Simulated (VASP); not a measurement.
Here is a VASP 6.6.1 calculation.

The input INCAR:

```
SYSTEM = Al9N
PREC     = Accurate       ! precision mode
ENCUT    = 520            ! plane-wave cutoff, eV
EDIFF    = 1E-7           ! SCF threshold, eV
ISMEAR   = 0              ! smearing method
SIGMA    = 0.1            ! smearing width, eV
LREAL    = .False.        ! projectors in reciprocal space
LASPH    = .True.         ! aspherical terms in the spheres
NELM     = 100            ! most SCF steps
ALGO     = Normal         ! electronic algorithm
ISIF     = 2              ! what is computed and relaxed
LWAVE    = .False.        ! write WAVECAR
LCHARG   = .False.        ! write CHGCAR
LDIPOL   = .True.       
IDIPOL   = 3            
DIPOL    = 0.5 0.5 0.421
GGA      = PE             ! functional
NBANDS   = 27             ! bands
```

KPOINTS

```
regular mesh
0
Gamma
  9 9 1
  0 0 0
```

POSCAR

```
Al9N
1.0
    2.8535431553      0.0000000000      0.0000000000
   -1.4267715776      2.4712408633      0.0000000000
    0.0000000000      0.0000000000     34.2605581613
Al N
9 1
Direct
    0.3333333333      0.6666666667      0.1167523302
    0.0000000000      0.0000000000      0.1852090271
    0.6666666667      0.3333333333      0.2536657239
    0.0000000000      0.0000000000      0.3221224208
    0.3333333333      0.6666666667      0.3899858396
    0.0000000000      0.0000000000      0.4578168550
    0.6666666667      0.3333333333      0.5268325041
    0.0000000000      0.0000000000      0.5950901740
    0.3333333333      0.6666666667      0.6643370506
    0.8333333333      1.0000000000      0.6950330062
```

Potentials or basis: VASP PAW PBE potentials, release 64 (Al, N).

The run is started by

```bash
$ cat potpaw_PBE.64/Al/POTCAR potpaw_PBE.64/N/POTCAR > POTCAR
$ mpirun -np 1 vasp_std > vasp.out
```

(1) Predict the largest force.

(2) Predict the band gap on the k mesh.

## Answers

(1) 5.763 eV/Å.

(2) zero (band 16 reaches 4.33 eV, above the bottom of band 17 at 1.66 eV).
